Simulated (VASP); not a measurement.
# NaF in VASP: a series of runs

Aim: see how the results for NaF move with the level of theory and the settings. Levels: PBE, r2SCAN. Tasks: single point.

Program: VASP 6.6.1. These are calculated values, not measurements. Logs are shortened: lines on timing, memory, paths and dates and some standing lists are left out, and cuts for length are marked.

## (1) The cell of the first run

It takes space group R-3m (No. 166, trigonal). Conventional cell: a = 3.249 Å, b = 3.249 Å, c = 7.906 Å, α = 90.00°, β = 90.00°, γ = 120.00°. Na (site symmetry -3m) has 6 F at 2.29 Å within 3.0 Å. F (site symmetry -3m) has 6 Na at 2.29 Å within 3.0 Å.

## (2) Single point, PBE (strain along [111] -0.7%)

Input file INCAR:

```
PREC     = Accurate       # precision mode
ENCUT    = 520            # plane-wave cutoff, eV
EDIFF    = 1E-6           # SCF threshold, eV
ISMEAR   = -1             # smearing method
SIGMA    = 0.02           # smearing width, eV
LREAL    = False          # projectors in reciprocal space
LASPH    = True           # aspherical terms in the spheres
NELM     = 60             # most SCF steps
ALGO     = Normal         # electronic algorithm
ISIF     = 2              # what is computed and relaxed
LWAVE    = False          # write WAVECAR
LCHARG   = False          # write CHGCAR
GGA      = PE             # functional
NBANDS   = 14             # bands
```

Input file KPOINTS:

```
regular mesh
0
Gamma
  10 10 10
```

Input file POSCAR:

```
NaF
1.0
   -0.0099543950      2.2872136930      2.2872136930
    2.2872136930     -0.0099543950      2.2872136930
    2.2872136930      2.2872136930     -0.0099543950
Na F
1 1
Direct
    0.0000000000      0.0000000000      0.0000000000
    0.5000000000      0.5000000000      0.5000000000
```

Potentials or basis: VASP PAW PBE potentials, release 64 (Na_pv, F).

Command:

```console
$ cat potpaw_PBE.64/Na_pv/POTCAR potpaw_PBE.64/F/POTCAR > POTCAR
$ mpirun -np 1 vasp_std > vasp.out
```

OUTCAR:

```text
PREC = Accurate
   ENCUT = 520
   EDIFF = 1E-6
   ISMEAR = -1
   LREAL = False
   LASPH = True
   NELM = 60
   ISIF = 2
   GGA = PE

 ion  position               nearest neighbor table
   1  0.000  0.000  0.000-   2 2.29   2 2.29   2 2.29   2 2.29   2 2.29   2 2.29
   2  0.500  0.500  0.500-   1 2.29   1 2.29   1 2.29   1 2.29   1 2.29   1 2.29

  LATTYP: Found a trigonal (rhomboedric) cell.
 ALAT       =     3.2346239418
 COS(alpha) =     0.4956431131

  Lattice vectors:

 A1 = (  -0.0099543950,   2.2872136930,   2.2872136930)
 A2 = (   2.2872136930,  -0.0099543950,   2.2872136930)
 A3 = (   2.2872136930,   2.2872136930,  -0.0099543950)

Analysis of symmetry for initial positions (statically):
=====================================================================
 Subroutine PRICEL returns:
 Original cell was already a primitive cell.

 Routine SETGRP: Setting up the symmetry group for a
 trigonal (rhombohedral) supercell.

 Subroutine GETGRP returns: Found 12 space group operations
 (whereof 12 operations were pure point group operations)
 out of a pool of 12 trial point group operations.

The static configuration has the point symmetry D_3d.

Analysis of symmetry for dynamics (positions and initial velocities):
=====================================================================
 Subroutine PRICEL returns:
 Original cell was already a primitive cell.

 Routine SETGRP: Setting up the symmetry group for a
 trigonal (rhombohedral) supercell.

 Subroutine GETGRP returns: Found 12 space group operations
 (whereof 12 operations were pure point group operations)
 out of a pool of 12 trial point group operations.

The dynamic configuration has the point symmetry D_3d.

 Subroutine INISYM returns: Found 12 space group operations
 (whereof 12 operations are pure point group operations),
 and found     1 'primitive' translations

----------------------------------------------------------------------------------------

                                     Primitive cell

  volume of cell :      24.0866

  direct lattice vectors                    reciprocal lattice vectors
    -0.009954395  2.287213693  2.287213693    -0.217184620  0.218133981  0.218133981
     2.287213693 -0.009954395  2.287213693     0.218133981 -0.217184620  0.218133981
     2.287213693  2.287213693 -0.009954395     0.218133981  0.218133981 -0.217184620

  length of vectors
     3.234623942  3.234623942  3.234623942     0.377271821  0.377271821  0.377271821

  position of ions in fractional coordinates (direct lattice)
     0.000000000  0.000000000  0.000000000
     0.500000000  0.500000000  0.500000000

  ion indices of the primitive-cell ions
   primitive index   ion index
                 1           1
                 2           2

----------------------------------------------------------------------------------------

 KPOINTS: regular mesh

Automatic generation of k-mesh.
 Grid dimensions read from file:
 generate k-points for:   10   10   10

 Generating k-lattice:

  Cartesian coordinates                     Fractional coordinates (reciprocal lattice)
    -0.021718462  0.021813398  0.021813398     0.100000000 -0.000000000 -0.000000000
     0.021813398 -0.021718462  0.021813398    -0.000000000  0.100000000 -0.000000000
     0.021813398  0.021813398 -0.021718462    -0.000000000 -0.000000000  0.100000000

  Length of vectors
     0.037727182  0.037727182  0.037727182

  Shift w.r.t. Gamma in fractional coordinates (k-lattice)
     0.000000000  0.000000000  0.000000000

 Subroutine IBZKPT returns following result:
 ===========================================

 Found    116 irreducible k-points:

 Following reciprocal coordinates:
            Coordinates               Weight
  0.000000  0.000000  0.000000      1.000000
  0.100000  0.000000  0.000000      6.000000
  0.200000  0.000000  0.000000      6.000000
  0.300000  0.000000  0.000000      6.000000
  0.400000  0.000000  0.000000      6.000000
  0.500000  0.000000  0.000000      3.000000
[... 16 lines left out ...]
  0.300000  0.300000  0.000000      6.000000
  0.400000  0.300000  0.000000     12.000000
 [... further k-points ...]
   k-points           NKPTS =    116   k-points in BZ     NKDIM =    116   number of bands    NBANDS=     14
   number of dos      NEDOS =    301   number of ions     NIONS =      2
   total plane-waves  NPLWV =  13824
   dimension x,y,z NGX =    24 NGY =   24 NGZ =   24
   dimension x,y,z NGXF=    48 NGYF=   48 NGZF=   48
   ions per type =               1   1
   NGX,Y,Z   is equivalent  to a cutoff of  12.33, 12.33, 12.33 a.u.
   NGXF,Y,Z  is equivalent  to a cutoff of  24.67, 24.67, 24.67 a.u.
 SYSTEM =  unknown system
   PREC   = accura    normal or accurate (medium, high low for compatibility)
   ISTART =      0    job   : 0-new  1-cont  2-samecut
   ICHARG =      2    charge: 1-file 2-atom 10-const
   ISPIN  =      1    spin polarized calculation?
   LNONCOLLINEAR =      F non collinear calculations
   LSORBIT =      F    spin-orbit coupling
   LASPH  =      T    aspherical Exc in radial PAW
   ENCUT  =  520.0 eV  38.22 Ry    6.18 a.u.   6.01  6.01  6.01*2*pi/ulx,y,z
   NELM   =     60;   NELMIN=  2; NELMDL= -5     # of ELM steps
   EDIFF  = 0.1E-05   stopping-criterion for ELM
   LREAL  =      F    real-space projection
   EDIFFG = 0.1E-04   stopping-criterion for IOM
   NSW    =      0    number of steps for IOM
   IBRION =     -1    ionic relax: 0-MD 1-quasi-New 2-CG
   NFREE  =      0    steps in history (QN), initial steepest desc. (CG)
   ISIF   =      2    stress and relaxation
   ISYM   =      2    0-nonsym 1-usesym 2-fastsym
   POTIM  = 0.5000    time-step for ionic-motion
   TEBEG  =    0.0;   TEEND  =   0.0 temperature during run
   PSTRESS=    0.0 pullay stress
   NELECT =      14.0000    total number of electrons
   NUPDOWN=      -1.0000    fix difference up-down
   EMIN   =  10.00;   EMAX   =-10.00  energy-range for DOS
   EFERMI =   0.00;   METHOD = LEGACY
   ISMEAR =    -1;   SIGMA  =   0.02  broadening in eV -4-tet -1-fermi 0-gaus
   EFERMI_NEDOS =   21; number of points for ismear=-14 and -15
   IALGO  =     38    algorithm
   IMIX   =      4    mixing-type and parameters
     AMIX     =   0.40;   BMIX     =  1.00
     AMIX_MAG =   1.60;   BMIX_MAG =  1.00
  volume/ion in A,a.u.               =      12.04        81.27
  Fermi-wavevector in a.u.,A,eV,Ry     =   1.366235  2.581810 25.396613  1.866598
  Thomas-Fermi vector in A             =   2.492394
   LORBIT       =      0    0 simple, 1 ext, 2 COOP (PROOUT), +10 PAW based schemes
   GGA     = PE    functional components
   LHFCALC =     F    Hartree Fock is set to
   AEXX    =    0.0000 exact exchange contribution
   IVDW    =     0    specifies the selected vdW correction
   LEPSILON=     F    determine dielectric tensor
   LRPA    =     F    only Hartree local field effects (RPA)
 non-spin polarized calculation
  energy-cutoff  :      520.00
  volume of cell :       24.09
 maximum number of plane-waves:       662
   NGX = 13   NGY = 13   NGZ = 13

 number of electron      13.9999995 magnetization

 Free energy of the ion-electron system (eV)
  ---------------------------------------------------
  ext. energy  EPLUGINS =         0.00000000
  ---------------------------------------------------
  free energy    TOTEN  =        -8.54552190 eV

  energy without entropy =       -8.54552190  energy(sigma->0) =       -8.54552190

 E-fermi :  -1.4198     XC(G=0):  -9.3106

 val. band max:       -1.9277590201   @ k =   0.0000   0.0000   0.0000
 cond. band min:       4.5372493291   @ k =   0.0000   0.0000   0.0000
 fundamental gap:      6.4650083492
 Fermi energy:        -1.4198385071

 k-point     1 :       0.0000    0.0000    0.0000
  band No.  band energies     occupation
      1     -21.1694      2.00000
      2     -20.7922      2.00000
      3     -20.7914      2.00000
      4     -20.7914      2.00000
      5      -1.9457      2.00000
      6      -1.9457      2.00000
      7      -1.9278      2.00000
      8       4.5372      0.00000
      9      17.2143      0.00000
     10      17.2143      0.00000
     11      17.3773      0.00000
     12      20.1965      0.00000
     13      22.4122      0.00000
     14      22.4122      0.00000

 k-point     2 :       0.1000    0.0000    0.0000
  band No.  band energies     occupation
      1     -21.2959      2.00000
      2     -20.7934      2.00000
      3     -20.7926      2.00000
      4     -20.6506      2.00000
      5      -2.1483      2.00000
      6      -1.9719      2.00000
      7      -1.9561      2.00000
      8       4.9025      0.00000
      9      15.9524      0.00000
     10      17.3802      0.00000
     11      17.5238      0.00000
     12      21.6659      0.00000
     13      22.0163      0.00000
     14      22.0395      0.00000

 k-point     3 :       0.2000    0.0000    0.0000
  band No.  band energies     occupation
      1     -21.4878      2.00000
      2     -20.7968      2.00000
      3     -20.7957      2.00000
      4     -20.4211      2.00000
      5      -2.6195      2.00000
      6      -2.0399      2.00000
      7      -2.0248      2.00000
      8       5.8415      0.00000
      9      14.1946      0.00000
     10      17.8032      0.00000
     11      17.9374      0.00000
     12      21.3933      0.00000
     13      21.4494      0.00000
     14      22.9423      0.00000
[... 324 lines left out ...]
 k-point    23 :       0.3000    0.3000    0.0000
  band No.  band energies     occupation
      1     -21.4180      2.00000
      2     -20.8301      2.00000
      3     -20.8301      2.00000
      4     -20.4284      2.00000
      5      -3.0478      2.00000
      6      -2.2338      2.00000
      7      -2.2171      2.00000
      8       7.8654      0.00000
      9      12.5906      0.00000
     10      16.2828      0.00000
     11      17.8953      0.00000
     12      18.0022      0.00000
     13      24.2353      0.00000
     14      24.7121      0.00000

 k-point    24 :       0.4000    0.3000    0.0000
  band No.  band energies     occupation
      1     -21.3870      2.00000
      2     -20.8451      2.00000
      3     -20.8359      2.00000
      4     -20.4417      2.00000
      5      -3.1632      2.00000
      6      -2.3454      2.00000
      7      -2.2710      2.00000
      8       8.8841      0.00000
      9      12.0455      0.00000
     10      15.1392      0.00000
     11      18.0036      0.00000
     12      18.1536      0.00000
     13      23.9707      0.00000
     14      25.1142      0.00000

 [... further k-points ...]
[... 5 lines left out ...]
  --------------------------------------------------------------------------------------
  -------------------------------------------------------------------------------------
  Total        0.5877342      0.5877342      0.5877342      0.0173869      0.0173869      0.0173869
  in kB       39.0944700     39.0944700     39.0944700      1.1565297      1.1565297      1.1565297
  external PRESSURE =      39.0944700 kB  Pullay stress =       0.0000000 kB

 VOLUME and BASIS-vectors are now :
 -----------------------------------------------------------------------------
  energy-cutoff  :      520.00
  volume of cell :       24.09
      direct lattice vectors                 reciprocal lattice vectors
    -0.009954395  2.287213693  2.287213693    -0.217184620  0.218133981  0.218133981
     2.287213693 -0.009954395  2.287213693     0.218133981 -0.217184620  0.218133981
     2.287213693  2.287213693 -0.009954395     0.218133981  0.218133981 -0.217184620

 POSITION                                       TOTAL-FORCE (eV/Angst)
 -----------------------------------------------------------------------------------
      0.00000      0.00000      0.00000         0.000000     -0.000000     -0.000000
      2.28224      2.28224      2.28224        -0.000000      0.000000      0.000000
 -----------------------------------------------------------------------------------
    total drift:                                0.000000     -0.000000      0.000000

  FREE ENERGIE OF THE ION-ELECTRON SYSTEM (eV)
  ---------------------------------------------------
  free  energy   TOTEN  =        -8.5455218974 eV

  energy  without entropy=       -8.5455218974  energy(sigma->0) =       -8.54552190
```

Run time: 18 s. Hardware: 1 thread of Intel Xeon Platinum 8259CL at 2.50GHz (Skylake/Cascade Lake), shared host; peak memory 0.15 GiB.

What came out:

| Quantity | Value |
| --- | --- |
| Free energy | -8.5455 eV |
| Pressure | 3.9 GPa |
| Band gap on the k mesh | 6.46 eV |

Stress tensor (GPa, compression positive):
```
3.91 0.12 0.12
0.12 3.91 0.12
0.12 0.12 3.91
```

Caveat: the cell differs from its parent crystal (strain along [111] -0.7%); the cell stands under pressure. A k mesh can miss the band edges.

## (3) Single point, r2SCAN (uniaxial z strain +5.4%)

Input file POSCAR:

```
NaF
1.0
    0.0000000000      2.2971680881      2.4207557312
    2.2971680881      0.0000000000      2.4207557312
    2.2971680881      2.2971680881      0.0000000000
Na F
1 1
Direct
    0.0000000000      0.0000000000      0.0000000000
    0.5000000000      0.5000000000      0.5000000000
```

Input file INCAR.step1:

```
ALGO = Normal
EDIFF = 1E-4
ENCUT = 520
GGA = PE
ISMEAR = 0
LASPH = T
LCHARG = F
LREAL = F
LWAVE = T
NBANDS = 14
NELM = 80
PREC = Accurate
SIGMA = 0.01
```

Input file INCAR.step2:

```
ALGO = Normal
EDIFF = 1E-7
ENCUT = 520
ISIF = 2
ISMEAR = 0
ISTART = 1
LASPH = T
LCHARG = F
LMIXTAU = T
LREAL = F
LWAVE = F
METAGGA = R2SCAN
NBANDS = 14
NELM = 80
PREC = Accurate
SIGMA = 0.01
```

Input file KPOINTS:

```
k-points
0
Gamma
  10 10 10
```

Potentials or basis: VASP PAW PBE potentials, release 64 (Na_pv, F).

Command:

```console
$ cat potpaw_PBE.64/Na_pv/POTCAR potpaw_PBE.64/F/POTCAR > POTCAR
$ cp INCAR.step1 INCAR
$ mpirun -np 1 vasp_std > vasp.out
$ cp INCAR.step2 INCAR
$ mpirun -np 1 vasp_std > vasp.out
```

It took 1.8 min on 1 thread of Intel Xeon Platinum 8259CL at 2.50GHz (Skylake/Cascade Lake), shared host; peak memory 0.16 GiB.

It converged, with:

```
Free energy            : -12.5795 eV
Pressure               : -2.7 GPa
Band gap on the k mesh : 7.02 eV
```

Stress tensor (GPa, compression positive):
```
-1.53  0.00  0.00
 0.00 -1.53  0.00
 0.00  0.00 -5.09
```

Levels at points of the mesh, in eV from the valence-band top:
```csv
k point,band 5,band 6,band 7,band 8,band 9,band 10
"(0.00, 0.00, 0.00)",0.00,0.00,0.00,7.02,19.38,19.74
"(0.50, 0.00, 0.00)",-1.50,-0.27,-0.23,11.45,13.17,20.66
"(0.50, 0.50, 0.00)",-1.27,-0.33,-0.33,13.36,14.17,14.47
"(0.50, 0.00, 0.50)",-1.19,-0.46,-0.38,13.67,14.07,14.64
```

Caveat: the cell differs from its parent crystal (uniaxial z strain +5.4%); the PAW data sets were made with another functional, which shifts forces and pressure a little.
